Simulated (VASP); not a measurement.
A run of VASP 6.6.1 is set up as follows.

INCAR

```
SYSTEM = TiCo
PREC = Accurate ; ENCUT = 600
EDIFF = 1E-7 ; ISMEAR = 0
SIGMA = 0.1 ; LREAL = .FALSE.
LASPH = .TRUE. ; NELM = 200
ALGO = Normal ; ISIF = 3
LWAVE = .FALSE. ; LCHARG = .FALSE.
ISPIN = 2 ; MAGMOM = 0 1.2
LORBIT = 11 ; LMAXMIX = 4
GGA = PE ; IBRION = 2
NSW = 80 ; EDIFFG = -0.05
GGA_COMPAT = .FALSE. ; NELMIN = 4
```

The input KPOINTS:

```
Automatic mesh
0
G
  6 6 6
  0 0 0
```

Contents of POSCAR:

```
TiCo
1.0
    3.0508088958      0.0000000000      0.0000000000
    0.0000000000      3.0508088958      0.0000000000
    0.0000000000      0.0000000000      3.0508088958
Ti Co
1 1
Direct
    0.0000000000      0.0000000000      0.0000000000
    0.5000000000      0.5000000000      0.5000000000
```

Potentials or basis: VASP PAW PBE potentials, release 64 (Ti_sv, Co_sv).

The run is started by

```bash
$ cat potpaw_PBE.64/Ti_sv/POTCAR potpaw_PBE.64/Co_sv/POTCAR > POTCAR
$ mpirun -np 1 vasp_std > vasp.out
```

(1) Predict the net moment.

(2) What does it give for the relaxed cell?

Answers

(1) 0.00 μB per cell.

(2) a = 2.967 Å, b = 2.967 Å, c = 2.967 Å, α = 90.00°, β = 90.00°, γ = 90.00°.
